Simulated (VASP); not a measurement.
Here is a VASP 6.6.1 calculation.

The input INCAR:

```
ALGO = Normal ; DIPOL = 0.5 0.5 0.490
EDIFF = 1E-6 ; ENCUT = 520
GGA = PE ; IDIPOL = 3
ISIF = 2 ; ISMEAR = 0
IVDW = 12 ; LASPH = True
LCHARG = False ; LDIPOL = True
LREAL = False ; LWAVE = False
NBANDS = 34 ; NELM = 60
PREC = Accurate ; SIGMA = 0.1
```

KPOINTS

```
k-points
0
Gamma
  12 12 1
```

POSCAR

```
C10O
1.0
    2.4655379958      0.0000000000      0.0000000000
   -1.2327689979      2.1341461202      0.0000000000
    0.0000000000      0.0000000000     32.5979677131
C O
10 1
Direct
    0.0833101794      0.1666203587      0.2607524516
    0.4166898207      0.8333796413      0.2607524516
    0.5833101794      0.1666203587      0.3650391123
    0.9166898206      0.8333796413      0.3650391123
    0.0833101794      0.1666203587      0.4693232410
    0.4166898207      0.8333796413      0.4693232410
    0.5833101794      0.1666203587      0.5736099016
    0.9166898206      0.8333796413      0.5736099016
    0.0833101794      0.1666203587      0.6778940303
    0.4166898207      0.8333796413      0.6778940303
    0.0833101794      0.4166203587      0.7004835062
```

Potentials or basis: VASP PAW PBE potentials, release 64 (C, O).

Command:

```sh
$ cat potpaw_PBE.64/C/POTCAR potpaw_PBE.64/O/POTCAR > POTCAR
$ mpirun -np 1 vasp_std > vasp.out
```

Task: What does it give for the dispersion energy per atom?

Result: -0.135 eV.

Task: What does it give for the band gap on the k mesh?

Result: 0.07 eV (least direct gap 0.13 eV).

Task: Estimate the largest force.

Result: 76.766 eV/Å.

Forces on the atoms (eV/Å):
```
C     0.000   0.011   0.001
C     0.000  -0.011   0.001
C     0.000   0.002  -0.001
C     0.000  -0.002  -0.001
C     0.000   0.011   0.004
C     0.000  -0.011   0.004
C    -0.005   0.035   0.005
C    -0.001  -0.033   0.004
C    14.596 -34.277 -52.073
C     0.767   2.806 -16.260
O   -15.357  31.469  68.315
```

Caveat: atoms lie so close that the PAW spheres overlap strongly, which falsifies energies and pressures; semilocal functionals underestimate gaps, and a narrow one can read as zero.
